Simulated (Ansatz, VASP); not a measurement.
## Mg2Sn: VASP beside Ansatz

```
Mg Sn
1.0
     0.00000    3.35682    3.35682
     3.35682    0.00000    3.35682
     3.35682    3.35682    0.00000
Mg Sn
2 1
Direct
  0.25000 0.25000 0.25000
  0.75000 0.75000 0.75000
  0.00000 0.00000 0.00000
```

Change from the starting cell: volume scaled by 0.98, crystal datasets.

Alike in both runs: task electric field gradients; functional LDA; k mesh 11 × 11 × 11; occupations fermi-dirac, width 0.08 eV; no spin polarisation.

|  | VASP | Ansatz |
| --- | --- | --- |
| version | VASP 6.6.1 | Ansatz 0.2.0 |
| potentials or method | VASP PAW LDA potentials, release 64 (Mg, Sn_d), cutoff 520 eV | all-electron PAW with datasets made for the crystal, scalar-relativistic |

```csv
,VASP,Ansatz,Ansatz less VASP
pressure (GPa),-1.3,-1.0,+0.30
```

LDA's correlation is that of Perdew and Zunger in VASP and of Perdew and Wang (1992) in Ansatz. Ansatz ran all-electron here, and VASP with PAW potentials.
